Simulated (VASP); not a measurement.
Set up this calculation in VASP 6.6.1, as the native input.

```
Task                   : single point
Functional             : LDA
Potentials or basis    : VASP PAW LDA potentials, release 64 (W_sv)
Cutoff                 : 520 eV
k mesh                 : 24 × 24 × 24
Occupations            : methfessel-paxton, width 0.1 eV
Spin                   : no spin polarisation
Dipole correction      : no
Further INCAR settings : ALGO = Normal; EDIFF = 1e-06; NBANDS = 13
```

The structure of W lies in POSCAR:

```
W
1.0
   -1.5675063756      1.5675063756      1.5675063756
    1.5675063756     -1.5675063756      1.5675063756
    1.5675063756      1.5675063756     -1.5675063756
W
1
Direct
    0.0000000000      0.0000000000      0.0000000000
```

The input as run:

INCAR

```
PREC = Accurate
ENCUT = 520
EDIFF = 1E-6
ISMEAR = 1
SIGMA = 0.1
LREAL = F
LASPH = T
NELM = 80
ALGO = Normal
ISIF = 2
LWAVE = F
LCHARG = T
LELF = T
LVHAR = T
NBANDS = 13
```

KPOINTS

```
Automatic mesh
0
Gamma
  24 24 24
```

Potentials or basis: VASP PAW LDA potentials, release 64 (W_sv).

Command:

```sh
$ cat potpaw_LDA.64/W_sv/POTCAR > POTCAR
$ mpirun -np 1 vasp_std > vasp.out
```

It gave:

```json
{
  "Pressure": "1.9 GPa",
  "Band gap on the k mesh": "zero (bands 7 and 8 overlap by 6.67 eV)"
}
```

Caveat: spin-orbit coupling is left out, which moves the levels of the heavy elements.

Wall time 47 s on 1 thread of Intel(R) Xeon(R) Platinum 8259CL CPU @ 2.50GHz (Skylake/Cascade Lake) (shared host), peak memory 0.18 GiB.
